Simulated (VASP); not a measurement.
Write the native input for VASP 6.6.1 that does the following.

* Task: single point
* Functional: PBE
* Potentials or basis: VASP PAW PBE potentials, release 64 (Na_pv, W_sv, F)
* Cutoff: 520 eV
* k mesh: 8 × 8 × 8
* Occupations: gaussian, width 0.1 eV
* Spin: collinear spin, ferromagnetic start
* Starting moments: [0.0, 0.0, 0.99, 0.0, 0.0, 0.0, 0.0, 0.0, 0.0] μB
* Dipole correction: no
* Further INCAR settings: ALGO = Normal; EDIFF = 1e-06; NBANDS = 49

The structure of Na2WF6 lies in POSCAR:

```
Na2WF6
1.0
    0.0000000000      4.0894994082      4.0894994082
    4.0894994082      0.0000000000      4.0894994082
    4.0894994082      4.0894994082      0.0000000000
Na W F
2 1 6
Direct
    0.2500000000      0.2500000000      0.2500000000
    0.7500000000      0.7500000000      0.7500000000
    0.0000000000      0.0000000000      0.0000000000
    0.7584632083      0.2415367917      0.2415367917
    0.2415367917      0.7584632083      0.7584632083
    0.2415367917      0.7584632083      0.2415367917
    0.7584632083      0.2415367917      0.7584632083
    0.2415367917      0.2415367917      0.7584632083
    0.7584632083      0.7584632083      0.2415367917
```

One way to write it, as run:

INCAR

```
PREC = Accurate
ENCUT = 520
EDIFF = 1E-6
ISMEAR = 0
SIGMA = 0.1
LREAL = False
LASPH = True
NELM = 150
ALGO = Normal
ISIF = 2
LWAVE = False
LCHARG = True
ISPIN = 2
MAGMOM = 0 0 0.99 0 0 0 0 0 0
LORBIT = 11
LMAXMIX = 4
GGA = PE
LELF = True
LVHAR = True
NBANDS = 49
```

KPOINTS

```
Automatic mesh
0
Gamma
  8 8 8
```

Potentials or basis: VASP PAW PBE potentials, release 64 (Na_pv, W_sv, F).

The run is started by

```console
$ cat potpaw_PBE.64/Na_pv/POTCAR potpaw_PBE.64/W_sv/POTCAR potpaw_PBE.64/F/POTCAR > POTCAR
$ mpirun -np 1 vasp_std > vasp.out
```

It gave:

The pressure is 0.7 GPa and the largest force is 0.205 eV/Å. The band gap on the k mesh is zero (filled and empty bands overlap). The net moment is 2.00 μB per cell, the site moments are Na -0.00; W +1.58; F +0.03 μB and the valence electrons inside the program's atomic spheres are Na 5.97; W 11.84; F 6.08.

Caveat: spin-orbit coupling is left out, which moves the levels of the heavy elements.

Wall time 8.9 min on 1 thread of Intel(R) Xeon(R) Platinum 8259CL CPU @ 2.50GHz (Skylake/Cascade Lake), with other jobs on the host, peak memory 0.57 GiB.
